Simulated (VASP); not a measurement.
Set up this calculation in VASP 6.6.1, as the native input.

```yaml
Task: single point
Functional: PBEsol
Potentials_or_basis: VASP PAW PBE potentials, release 64 (Sn_d, Se)
Cutoff: 520 eV
k_mesh: 3 × 6 × 6
Occupations: fermi-dirac, width 0.05 eV
Spin: no spin polarisation
Dipole_correction: no
Further_INCAR_settings: ALGO = Normal; EDIFF = 1e-07; NBANDS = 50
```

The structure of SnSe lies in POSCAR:

```
SnSe
1.0
   11.1868733615      0.0000000000      0.0000000000
    0.0000000000      4.1044657955      0.0000000000
    0.0000000000      0.0000000000      4.3689540449
Sn Se
4 4
Direct
    0.8770000000      0.7500000000      0.9090000000
    0.6230000000      0.2500000000      0.4090000000
    0.3770000000      0.7500000000      0.5910000000
    0.1230000000      0.2500000000      0.0910000000
    0.6430000000      0.7500000000      0.9840000000
    0.8570000000      0.2500000000      0.4840000000
    0.1430000000      0.7500000000      0.5160000000
    0.3570000000      0.2500000000      0.0160000000
```

This cell differs from its parent crystal: volume scaled by 0.94.

These files were run (other wordings do the same):

INCAR

```
SYSTEM = SnSe
PREC = Accurate
ENCUT = 520
EDIFF = 1E-7
ISMEAR = -1
SIGMA = 0.05
LREAL = .FALSE.
LASPH = .TRUE.
NELM = 80
ALGO = Normal
ISIF = 2
LWAVE = .FALSE.
LCHARG = .FALSE.
GGA = PS
NBANDS = 50
```

KPOINTS

```
Automatic mesh
0
G
  3 6 6
  0 0 0
```

Potentials or basis: VASP PAW PBE potentials, release 64 (Sn_d, Se).

Launch:

```sh
$ cat potpaw_PBE.64/Sn_d/POTCAR potpaw_PBE.64/Se/POTCAR > POTCAR
$ mpirun -np 1 vasp_std > vasp.out
```

It gave:

```json
{
  "Pressure": "3.2 GPa",
  "Largest force": "0.635 eV/Å",
  "Band gap on the k mesh": "0.48 eV, indirect (least direct gap 0.69 eV)"
}
```

Caveat: the PAW data sets were made with another functional, which shifts forces and pressure a little; spin-orbit coupling is left out, which moves the levels of the heavy elements.

Run time: 3.6 min on 1 thread of Intel(R) Xeon(R) Platinum 8488C (Sapphire Rapids), with other jobs on the host, peak memory 0.41 GiB.
